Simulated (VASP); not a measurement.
A run of VASP 6.6.1 is set up as follows.

The input INCAR:

```
SYSTEM = HgTe
ALGO = Normal ; EDIFF = 1E-6
EDIFFG = -0.005 ; ENCUT = 600
GGA = PE ; IBRION = 2
ISIF = 3 ; ISMEAR = -1
LASPH = .TRUE. ; LCHARG = .FALSE.
LREAL = .FALSE. ; LWAVE = .FALSE.
NELM = 100 ; NSW = 60
PREC = Accurate ; PSTRESS = 100.0
SIGMA = 0.05
```

The input KPOINTS:

```
k-points
0
G
  12 12 12
  0 0 0
```

Contents of POSCAR:

```
HgTe
1.0
    0.0000000000      2.9220750868      2.9220750868
    2.9220750868      0.0000000000      2.9220750868
    2.9220750868      2.9220750868      0.0000000000
Hg Te
1 1
Direct
    0.0000000000      0.0000000000      0.0000000000
    0.5000000000      0.5000000000      0.5000000000
```

Potentials or basis: VASP PAW PBE potentials, release 64 (Hg, Te).

Launch:

```bash
$ cat potpaw_PBE.64/Hg/POTCAR potpaw_PBE.64/Te/POTCAR > POTCAR
$ mpirun -np 1 vasp_std > vasp.out
```

(1) What does it give for the relaxed cell?

(2) Predict the band gap on the k mesh.

(3) What does it give for the relaxed volume?

(4) Estimate the space group after relaxing (to 0.1 Å).

Answers

(1) a = 4.142 Å, b = 4.142 Å, c = 4.142 Å, α = 60.00°, β = 60.00°, γ = 60.00°.

(2) zero (bands 9 and 10 overlap by 3.20 eV).

(3) 25.12 Å³/atom.

(4) Fm-3m (No. 225).

Caveat: the cell is relaxed towards a set pressure, so the run minimises the enthalpy, not the energy; spin-orbit coupling is left out, which moves the levels of the heavy elements.
